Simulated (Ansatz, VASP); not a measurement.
# Two plane-wave programs on ZrPdSe3

INCAR

```
PREC     = Accurate       # precision mode
ENCUT    = 500            # plane-wave cutoff, eV
EDIFF    = 1E-7           # SCF threshold, eV
ISMEAR   = 0              # smearing method
SIGMA    = 0.1            # smearing width, eV
LREAL    = False          # projectors in reciprocal space
LASPH    = True           # aspherical terms in the spheres
NELM     = 120            # most SCF steps
ALGO     = Normal         # electronic algorithm
ISIF     = 3              # what is computed and relaxed
LWAVE    = False          # write WAVECAR
LCHARG   = False          # write CHGCAR
GGA      = PE             # functional
IBRION   = 2              # ionic algorithm
NSW      = 100            # ionic steps
EDIFFG   = -0.01          # ionic threshold
GGA_COMPAT= False        
NELMIN   = 4
```

The input KPOINTS:

```
Automatic mesh
0
Gamma
  8 8 8
```

POSCAR

```
ZrPdSe3
1.0
    4.8560114047      0.0000000000      0.0000000000
    0.0000000000      4.8560114047      0.0000000000
    0.0000000000      0.0000000000      4.8560114047
Zr Pd Se
1 1 3
Direct
    0.0000000000      0.0000000000      0.0000000000
    0.5000000000      0.5000000000      0.5000000000
    0.0000000000      0.5000000000      0.5000000000
    0.5000000000      0.5000000000      0.0000000000
    0.5000000000      0.0000000000      0.5000000000
```

Input for Ansatz:

```yaml
crystal:
  lattice:
    - [4.8560114047, 0.0, 0.0]
    - [0.0, 4.8560114047, 0.0]
    - [0.0, 0.0, 4.8560114047]
  atoms:
    - { symbol: Zr, position: [0.0, 0.0, 0.0] }
    - { symbol: Pd, position: [0.5, 0.5, 0.5] }
    - { symbol: Se, position: [0.0, 0.5, 0.5] }
    - { symbol: Se, position: [0.5, 0.5, 0.0] }
    - { symbol: Se, position: [0.5, 0.0, 0.5] }
basis:
  ecutwfc: 420
kpoints:
  mp_grid: { grid: [8, 8, 8] }
hamiltonian:
  xc: pbe
scf:
  occupations: { method: gaussian, width: 0.1 }
output:
  forces: true
  stress: true
  eigenvalues: true
  write_density: true
  write_potential: true
  elf: true
  volumetric_format: npy
relax:
  adjacent_minimum: "off"
  f_tol: 0.01
  max_steps: 80
  cell: { stress_tol: 0.05 }
```

Change from the starting cell: species swapped into the DyRh3C type (Pm-3m, No. 221).

Alike in both runs: task relaxation of cell and atoms; functional PBE; k mesh 8 × 8 × 8; occupations gaussian, width 0.1 eV; no spin polarisation.

```csv
,VASP,Ansatz
version,VASP 6.6.1,Ansatz 0.2.0
potentials or method,"VASP PAW PBE potentials, release 64 (Zr_sv, Pd, Se), cutoff 500 eV","scalar-relativistic, plane waves, PAW"
valence electrons in the cell,40,78
```

VASP gave:

- gap on the k mesh at the Fermi level, each at its own relaxed structure (eV): none
- relaxed volume (Å³/atom): 22.95
- relaxed cell length with the largest relative difference (Å): 4.859

Which values does Ansatz return?

gap on the k mesh at the Fermi level, each at its own relaxed structure (eV): none; relaxed volume (Å³/atom): 22.93; relaxed cell length with the largest relative difference (Å): 4.858.

A gap of «none» marks a metal or a gap that the smearing closes. VASP's potentials hold 40 valence electrons a cell and Ansatz's 78, so a difference there can come from the potentials and not from the codes.

Noted on VASP's run: too few bands were computed for a metal, which touches its energy and stress.
